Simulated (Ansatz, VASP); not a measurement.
# Two plane-wave programs on SnO2

The input POSCAR:

```
SnO2
1.0
    4.7605736665      0.0000000000      0.0000000000
    0.0000000000      4.7605736665      0.0000000000
    0.0000000000      0.0000000000      3.2000803270
Sn O
2 4
Direct
    0.0000000000      0.0000000000      0.0000000000
    0.5000000000      0.5000000000      0.5000000000
    0.3058781130      0.3058781130      0.0000000000
    0.1941218870      0.8058781130      0.5000000000
    0.8058781130      0.1941218870      0.5000000000
    0.6941218870      0.6941218870      0.0000000000
```

Contents of INCAR.step1:

```
PREC = Accurate
ENCUT = 520
ISMEAR = 0
SIGMA = 0.01
LREAL = F
LASPH = T
NELM = 100
NBANDS = 35
GGA = PE
ALGO = Normal
EDIFF = 1E-4
LWAVE = T
LCHARG = F
```

Contents of INCAR.step2:

```
PREC = Accurate
ENCUT = 520
EDIFF = 1E-6
ISMEAR = 0
SIGMA = 0.01
LREAL = F
LASPH = T
NELM = 100
ALGO = Normal
ISIF = 2
LWAVE = F
LCHARG = T
METAGGA = R2SCAN
LMIXTAU = T
LELF = T
LVHAR = T
NBANDS = 35
ISTART = 1
```

Contents of KPOINTS:

```
Automatic mesh
0
Gamma
  6 6 8
```

Input for Ansatz:

```yaml
crystal:
  lattice:
    - [4.7605736665, 0.0, 0.0]
    - [0.0, 4.7605736665, 0.0]
    - [0.0, 0.0, 3.200080327]
  atoms:
    - { symbol: Sn, position: [0.0, 0.0, 0.0] }
    - { symbol: Sn, position: [0.5, 0.5, 0.5] }
    - { symbol: O, position: [0.305878113, 0.305878113, 0.0] }
    - { symbol: O, position: [0.194121887, 0.805878113, 0.5] }
    - { symbol: O, position: [0.805878113, 0.194121887, 0.5] }
    - { symbol: O, position: [0.694121887, 0.694121887, 0.0] }
kpoints:
  mp_grid: { grid: [6, 6, 8] }
  band_path:
    path:
      - [0.0, 0.0, 0.0]
      - [0.0, 0.5, 0.0]
      - [0.5, 0.5, 0.0]
      - [0.0, 0.0, 0.5]
      - [0.0, 0.5, 0.5]
      - [0.5, 0.5, 0.5]
    npoints: 1
hamiltonian:
  xc: r2scan
scf:
  occupations: { method: fixed }
  n_extra_bands: 5
output:
  forces: true
  stress: true
  eigenvalues: true
```

Alike in both runs: task single point; functional r2SCAN; k mesh 6 × 6 × 8; no spin polarisation.

|  | VASP | Ansatz |
| --- | --- | --- |
| version | VASP 6.6.1 | Ansatz 0.2.0 |
| potentials or method | VASP PAW PBE potentials, release 64 (Sn_d, O) | plane waves, PAW |
| plane-wave cutoff (eV) | 520 | 500 |
| occupations | gaussian, width 0.01 eV | fixed |
| valence electrons in the cell | 52 | 52 |

|  | VASP | Ansatz | Ansatz less VASP |
| --- | --- | --- | --- |
| gap on the k mesh at the Fermi level (eV) | 1.79 | 1.77 | -0.026 |
| pressure (GPa) | 1.1 | 0.0 | -1.09 |
| traceless stress, the component that is largest in VASP (GPa) | 0.39 | 0.05 | -0.339 |
| rms of the force components (eV/Å) | 0.011 | 0.002 | -0.0093 |

VASP's potentials were made for PBE, not for r2SCAN. Atom by atom the forces differ by 0.013 eV/Å (rms over components).
